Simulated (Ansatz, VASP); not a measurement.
## WS: VASP beside Ansatz

File INCAR:

```
ALGO = Normal ; EDIFF = 1E-6
ENCUT = 520 ; GGA = PE
ISIF = 2 ; ISMEAR = 0
LASPH = T ; LCHARG = F
LDAU = T ; LDAUJ = 0 0
LDAUL = 2 -1 ; LDAUPRINT = 1
LDAUTYPE = 2 ; LDAUU = 6.2 0
LMAXMIX = 4 ; LREAL = F
LWAVE = F ; NBANDS = 17
NELM = 150 ; PREC = Accurate
SIGMA = 0.1
```

The input KPOINTS:

```
k-points
0
Gamma
  12 12 12
```

The input POSCAR:

```
WS
1.0
    0.0000000000      2.9747375280      2.9747375280
    2.9747375280      0.0000000000      2.9747375280
    2.9747375280      2.9747375280      0.0000000000
W S
1 1
Direct
    0.0000000000      0.0000000000      0.0000000000
    0.2500000000      0.2500000000      0.2500000000
```

Input for Ansatz:

```yaml
crystal:
  lattice:
    - [0.0, 2.974737528, 2.974737528]
    - [2.974737528, 0.0, 2.974737528]
    - [2.974737528, 2.974737528, 0.0]
  atoms:
    - { symbol: W, position: [0.0, 0.0, 0.0] }
    - { symbol: S, position: [0.25, 0.25, 0.25] }
basis:
  ecutwfc: 420
kpoints:
  mp_grid: { grid: [12, 12, 12] }
hamiltonian:
  xc: pbe
  hubbard: { sites: [{ species: W, l: d, u_eff: 6.2 }] }
scf:
  occupations: { method: gaussian, width: 0.1 }
output:
  forces: true
  stress: true
  eigenvalues: true
```

Alike in both runs: task single point; functional PBE; k mesh 12 × 12 × 12; occupations gaussian, width 0.1 eV; no spin polarisation; Hubbard terms W d U = 6.2 eV.

```csv
,VASP,Ansatz
version,VASP 6.6.1,Ansatz 0.2.0
potentials or method,"VASP PAW PBE potentials, release 64 (W_sv, S), cutoff 520 eV","scalar-relativistic, plane waves, PAW"
valence electrons in the cell,20,20
```

VASP gave:

- gap on the k mesh at the Fermi level (eV): 0.15
- least direct gap on the mesh (eV): 0.25
- pressure (GPa): -7.2

Question: What did Ansatz give for the same quantities?

Answer: gap on the k mesh at the Fermi level (eV): 1.19; least direct gap on the mesh (eV): 2.14; pressure (GPa): -4.5.

The programs project onto different local orbitals, so the same U acts differently, and such runs can settle in different states.

Neither program's run includes spin-orbit coupling.
